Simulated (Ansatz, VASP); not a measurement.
# MgS in VASP and in Ansatz

```
CELL_PARAMETERS angstrom
4.00754 0.00000 0.00000
-2.00377 3.47063 0.00000
0.00000 0.00000 6.38912
ATOMIC_POSITIONS crystal
S 0.66667 0.33333 0.87924
S 0.33333 0.66667 0.37924
Mg 0.33333 0.66667 0.99575
Mg 0.66667 0.33333 0.49575
```

Change from the starting cell: volume scaled by 0.98.

Alike in both runs: task single point; functional PBEsol; k mesh 8 × 8 × 4; occupations fermi-dirac, width 0.05 eV; no spin polarisation.

```csv
,VASP,Ansatz
version,VASP 6.6.1,Ansatz 0.2.0
potentials or method,"VASP PAW PBE potentials, release 64 (S, Mg), cutoff 520 eV","all-electron LAPW, scalar-relativistic"
```

Ansatz gave:

- gap on the k mesh at the Fermi level (eV): 3.37
- least direct gap on the mesh (eV): 3.37
- pressure (GPa): 0.9
- traceless stress, the component that is largest in VASP (GPa): -0.28
- rms of the force components (eV/Å): 0.024

Task: Estimate VASP's values.

Result: gap on the k mesh at the Fermi level (eV): 3.37; least direct gap on the mesh (eV): 3.37; pressure (GPa): 0.8; traceless stress, the component that is largest in VASP (GPa): -0.28; rms of the force components (eV/Å): 0.025.

VASP's potentials were made for PBE, not for PBEsol. Atom by atom the forces differ by 0.000 eV/Å (rms over components). Ansatz ran all-electron here, and VASP with PAW potentials.
